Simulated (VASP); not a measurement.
Input of a VASP 6.6.1 run:

The input INCAR:

```
PREC = Accurate
ENCUT = 520
EDIFF = 1E-6
ISMEAR = -1
SIGMA = 0.05
LREAL = False
LASPH = True
NELM = 80
ALGO = Normal
ISIF = 2
LWAVE = False
LCHARG = True
GGA = PS
LELF = True
LVHAR = True
NBANDS = 12
```

File KPOINTS:

```
regular mesh
0
Gamma
  10 10 3
```

Contents of POSCAR:

```
Mg
1.0
    3.2391326931      0.0000000000      0.0000000000
   -1.6195663465      2.8051711984      0.0000000000
    0.0000000000      0.0000000000     10.5212440182
Mg
4
Direct
    0.6666666667      0.3333333333      0.7500000000
    0.0000000000      0.0000000000      0.5000000000
    0.3333333333      0.6666666667      0.2500000000
    0.0000000000      0.0000000000      0.0000000000
```

Potentials or basis: VASP PAW PBE potentials, release 64 (Mg).

The run is started by

```bash
$ cat potpaw_PBE.64/Mg/POTCAR > POTCAR
$ mpirun -np 1 vasp_std > vasp.out
```

Problem. What does it give for the band gap on the k mesh?

Solution. Zero (band 4 reaches 3.04 eV, above the bottom of band 5 at 1.14 eV).

Problem. Predict the pressure.

Solution. -1.8 GPa.

Stress tensor (GPa, compression positive):
```
-2.15  0.00  0.00
 0.00 -2.15  0.00
 0.00  0.00 -1.17
```

Caveat: the PAW data sets were made with another functional, which shifts forces and pressure a little.
